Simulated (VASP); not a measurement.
Here is a VASP 6.6.1 calculation.

The input INCAR:

```
SYSTEM = Si
PREC = Accurate
ENCUT = 520
EDIFF = 1E-6
ISMEAR = 0
SIGMA = 0.02
LREAL = Auto
LASPH = .TRUE.
NELM = 80
ALGO = Normal
ISIF = 2
LWAVE = .FALSE.
LCHARG = .FALSE.
GGA = CA
NBANDS = 48
```

Contents of KPOINTS:

```
regular mesh
0
G
  2 2 2
  0 0 0
```

The input POSCAR:

```
Si
1.0
    0.0000000000      5.4300000000      5.4300000000
    5.4300000000      0.0000000000      5.4300000000
    5.4300000000      5.4300000000      0.0000000000
Si
17
Direct
   -0.0026971455     -0.0033849908     -0.0051989871
    0.1425742173      0.1425729282      0.0722313076
    0.0169960405      0.0160689687      0.4495227440
    0.1124257827      0.1128149171      0.6227018416
   -0.0029681400      0.5113974217     -0.0057806630
    0.1168136280      0.6241090239      0.1343049724
   -0.0198206262      0.5059412523      0.5059979742
    0.1139067219      0.6503593923      0.6219304788
    0.5112796501     -0.0034612339     -0.0053604972
    0.6247828729      0.1156342541      0.1345823204
    0.5064594843     -0.0198489871      0.5063386740
    0.6515418969      0.1132317680      0.6224859116
    0.4867257827      0.4855904236      0.0404563536
    0.6244591160      0.6240174954      0.1341904236
    0.5076286372      0.5062781768      0.5058551565
    0.6113244936      0.6111156538      0.6661042357
    0.3056814917      0.3049735727      0.5833446593
```

Potentials or basis: VASP PAW LDA potentials, release 64 (Si).

Run with:

```sh
$ cat potpaw_LDA.64/Si/POTCAR > POTCAR
$ mpirun -np 1 vasp_std > vasp.out
```

(1) What does it give for the largest force?

(2) Estimate the pressure.

(3) What does it give for the band gap on the k mesh?

Answers

(1) 0.028 eV/Å.

(2) 1.4 GPa.

(3) zero (band 34 reaches 6.66 eV, above the bottom of band 35 at 6.63 eV).

Caveat: the k points lie up to 0.50 Å⁻¹ apart.
